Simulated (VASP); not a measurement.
Runs of VASP 6.6.1 on BaTiO3. The structure is cubic, space group Pm-3m (No. 221). The conventional cell has a = 4.006 Å, b = 4.006 Å, c = 4.006 Å, α = 90.00°, β = 90.00°, γ = 90.00°. Ba (site symmetry m-3m) has 12 O at 2.83 Å and 8 Ti at 3.47 Å within 3.7 Å. Within 2.7 Å of Ti (site symmetry m-3m) lie 6 O at 2.00 Å. O (site symmetry 4/mmm) has 2 Ti at 2.00 Å within 2.7 Å. 

```tsv
U	gap on the mesh (eV)	pressure (GPa)
Ti d U = 2.0 eV	(b)	-5.6
Ti d U = 4.0 eV	2.09	-4.1
Ti d U = 6.0 eV	2.35	(a)
Ti d U = 8.0 eV	(c)	-0.7
```

Alike in all rows: task single point; level LDA+U; potentials or basis VASP PAW LDA potentials, release 64 (Ba_sv, Ti_sv, O); no spin polarisation; cell as given; k mesh 4 × 4 × 4; cutoff (eV) 520; smearing methfessel-paxton 0.01 eV.

Fill in the values left out.

(a) -2.4; (b) 1.85; (c) 2.63.

Caveats: spin-orbit coupling is left out, which moves the levels of the heavy elements.

A k mesh can miss the band edges, and the runs leave out spin-orbit coupling on Ba.
